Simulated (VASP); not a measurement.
A run of VASP 6.6.1 is set up as follows.

File INCAR:

```
ALGO = Normal
EDIFF = 1E-6
ENCUT = 520
GGA = PE
ISIF = 2
ISMEAR = 0
LASPH = True
LCHARG = False
LREAL = False
LWAVE = False
NBANDS = 38
NELM = 60
PREC = Accurate
SIGMA = 0.1
```

KPOINTS

```
k-points
0
Gamma
  10 10 6
```

The input POSCAR:

```
ZrPb2O3
1.0
    3.9384941993      0.0000000000      0.0000000000
    0.0000000000      3.9384941993      0.0000000000
    0.0000000000      0.0000000000      8.6323937446
Zr Pb O
1 2 3
Direct
    0.5000000000      0.5000000000      0.5000000000
    0.0000000000      0.0000000000      0.0000000000
    0.0000000000      0.0000000000      0.5000000000
    0.0000000000      0.0000000000      0.7581803032
    0.0000000000      0.0000000000      0.2418196968
    0.5000000000      0.5000000000      0.0000000000
```

Potentials or basis: VASP PAW PBE potentials, release 64 (Zr_sv, Pb_d, O).

Launch:

```console
$ cat potpaw_PBE.64/Zr_sv/POTCAR potpaw_PBE.64/Pb_d/POTCAR potpaw_PBE.64/O/POTCAR > POTCAR
$ mpirun -np 1 vasp_std > vasp.out
```

(1) Predict the largest force.

(2) What does it give for the pressure?

Answers

(1) 0.023 eV/Å.

(2) 0.0 GPa.
